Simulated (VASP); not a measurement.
A run of VASP 6.6.1:

The input INCAR:

```
PREC     = Accurate       # precision mode
ENCUT    = 520            # plane-wave cutoff, eV
EDIFF    = 1E-6           # SCF threshold, eV
ISMEAR   = 0              # smearing method
SIGMA    = 0.1            # smearing width, eV
LREAL    = Auto         
LASPH    = T              # aspherical terms in the spheres
NELM     = 80             # most SCF steps
ALGO     = Normal         # electronic algorithm
ISIF     = 2              # what is computed and relaxed
LWAVE    = F              # write WAVECAR
LCHARG   = F              # write CHGCAR
GGA      = PE             # functional
IBRION   = 2              # ionic algorithm
NSW      = 80             # ionic steps
EDIFFG   = -0.02          # ionic threshold
LUSENCCL = F
```

The input KPOINTS:

```
Automatic mesh
0
Gamma
  3 3 3
```

File POSCAR:

```
PdAu25
1.0
    0.0000000000      6.2371699120     -6.2371699120
    6.2371699120      6.2371699120      0.0000000000
    6.2371699120      0.0000000000     -6.2371699120
Pd Au
1 25
Direct
    0.6666666667      0.0000000000      0.6666666667
    0.6666666667      0.6666666667      0.6666666667
    0.3333333333      1.0000000000      0.6666666667
    0.3333333333      0.3333333333      0.6666666667
    0.3333333333      0.6666666667      0.6666666667
    0.0000000000      0.0000000000      0.6666666667
    0.0000000000      0.3333333333      0.6666666667
    0.0000000000      0.6666666667      0.6666666667
    0.6666666667      1.0000000000      0.3333333333
    0.6666666667      0.3333333333      0.3333333333
    0.6666666667      0.6666666667      0.3333333333
    0.3333333333      0.0000000000      0.3333333333
    0.3333333333      0.3333333333      0.3333333333
    0.3333333333      0.6666666667      0.3333333333
    0.0000000000      0.0000000000      0.3333333333
    0.0000000000      0.3333333333      0.3333333333
    0.0000000000      0.6666666667      0.3333333333
    0.6666666667      0.0000000000      0.0000000000
    0.6666666667      0.3333333333      0.0000000000
    0.6666666667      0.6666666667      0.0000000000
    0.3333333333      0.0000000000      0.0000000000
    0.3333333333      0.3333333333      0.0000000000
    0.3333333333      0.6666666667      0.0000000000
    0.0000000000      0.0000000000      0.0000000000
    0.0000000000      0.3333333333      0.0000000000
    0.0000000000      0.6666666667      0.0000000000
```

Potentials or basis: VASP PAW PBE potentials, release 64 (Pd, Au).

Launch:

```bash
$ cat potpaw_PBE.64/Pd/POTCAR potpaw_PBE.64/Au/POTCAR > POTCAR
$ mpirun -np 1 vasp_std > vasp.out
```

Hardware: 1 × NVIDIA H100 80GB with 1 thread of Intel(R) Xeon(R) Platinum 8481C CPU @ 2.70GHz (Sapphire Rapids), on a shared host.

Estimate the wall time of this run.

Wall time 8.7 min on 1 × NVIDIA H100 80GB with 1 thread of Intel(R) Xeon(R) Platinum 8481C CPU @ 2.70GHz (Sapphire Rapids) (shared host), peak memory 1.8 GiB. Counts: scf iterations 71, k points 8, ion steps 9.
